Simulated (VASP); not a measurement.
A run of VASP 6.6.1:

INCAR

```
SYSTEM = MnO
PREC = Accurate ; ENCUT = 600
EDIFF = 1E-7 ; ISMEAR = -1
SIGMA = 0.05 ; LREAL = .FALSE.
LASPH = .TRUE. ; NELM = 150
ALGO = Normal ; ISIF = 3
LWAVE = .FALSE. ; LCHARG = .FALSE.
ISPIN = 2 ; MAGMOM = 4 0
LORBIT = 11 ; LMAXMIX = 4
GGA = B5 ; ALDAX = 1.0
AGGAX = 1.0 ; AGGAC = 1.0
ALDAC = 0.0 ; IBRION = 2
NSW = 60 ; EDIFFG = -0.01
```

File KPOINTS:

```
regular mesh
0
G
  10 10 10
  0 0 0
```

POSCAR

```
MnO
1.0
    0.0000000000      2.2239077028      2.2239077028
    2.2239077028      0.0000000000      2.2239077028
    2.2239077028      2.2239077028      0.0000000000
Mn O
1 1
Direct
    0.0000000000      0.0000000000      0.0000000000
    0.5000000000      0.5000000000      0.5000000000
```

Potentials or basis: VASP PAW PBE potentials, release 64 (Mn_pv, O).

Run with:

```sh
$ cat potpaw_PBE.64/Mn_pv/POTCAR potpaw_PBE.64/O/POTCAR > POTCAR
$ mpirun -np 1 vasp_std > vasp.out
```

Hardware: 1 thread of AMD EPYC 7R13 Processor (Zen 3), with other jobs on the host.

Question: Estimate the wall time of this run.

Answer: Run time: 3.2 min on 1 thread of AMD EPYC 7R13 Processor (Zen 3) (shared host), peak memory 0.16 GiB. Counts: scf iterations 33, k points 47, ion steps 3.
